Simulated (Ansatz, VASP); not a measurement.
**One calculation of Nb2Si2O, two programs**

INCAR

```
SYSTEM = Nb2Si2O
  PREC = Accurate
  ENCUT = 520
  EDIFF = 1E-6
  ISMEAR = 0
  SIGMA = 0.1
  LREAL = .FALSE.
  LASPH = .TRUE.
  NELM = 150
  ALGO = Normal
  ISIF = 2
  LWAVE = .FALSE.
  LCHARG = .FALSE.
  ISPIN = 2
  MAGMOM = 0 0 0 0 0
  LORBIT = 11
  LMAXMIX = 4
  GGA = PE
  NBANDS = 32
```

Contents of KPOINTS:

```
Automatic mesh
0
G
  4 4 4
  0 0 0
```

The input POSCAR:

```
Nb2Si2O
1.0
    3.0102314000     -3.0853509500      0.0000000000
    3.0102314000      3.0853509500      0.0000000000
    0.0000000000      0.0000000000      3.8446376200
Nb Si O
2 2 1
Direct
    0.0000000000      0.5000000000      0.0000000000
    0.5000000000      0.0000000000      0.0000000000
    0.0000000000      0.0000000000      0.5000000000
    0.5000000000      0.5000000000      0.5000000000
    0.5000000000      0.5000000000      0.0000000000
```

Input for Ansatz:

```yaml
crystal:
  lattice:
    - [3.0102314, -3.08535095, 0.0]
    - [3.0102314, 3.08535095, 0.0]
    - [0.0, 0.0, 3.84463762]
  atoms:
    - { symbol: Nb, position: [0.0, 0.5, 0.0] }
    - { symbol: Nb, position: [0.5, 0.0, 0.0] }
    - { symbol: Si, position: [0.0, 0.0, 0.5] }
    - { symbol: Si, position: [0.5, 0.5, 0.5] }
    - { symbol: O, position: [0.5, 0.5, 0.0] }
basis:
  ecutwfc: 420
kpoints:
  mp_grid: { grid: [4, 4, 4] }
hamiltonian:
  xc: pbe
scf:
  occupations: { method: gaussian, width: 0.1 }
  lower_state_search: "off"
output:
  forces: true
  stress: true
  eigenvalues: true
  populations: true
magnetization:
  spin_polarized: true
```

Alike in both runs: task single point; functional PBE; k mesh 4 × 4 × 4; occupations gaussian, width 0.1 eV; collinear spin.

```csv
,VASP,Ansatz
version,VASP 6.6.1,Ansatz 0.2.0
potentials or method,"VASP PAW PBE potentials, release 64 (Nb_sv, Si, O), cutoff 520 eV","scalar-relativistic, plane waves, PAW"
valence electrons in the cell,40,40
```

```csv
,VASP,Ansatz,Ansatz less VASP
gap on the k mesh at the Fermi level (eV),none,none,-
pressure (GPa),-0.8,-0.7,+0.18
"traceless stress, the component that is largest in VASP (GPa)",-4.66,-4.85,-0.180
net moment per atom (μB),0.00,0.00,0.000
```

A gap of «none» marks a metal or a gap that the smearing closes. Ansatz's warnings: no starting moments, stability check not made.

The k mesh is coarse, so the values compare programs but aren't converged.
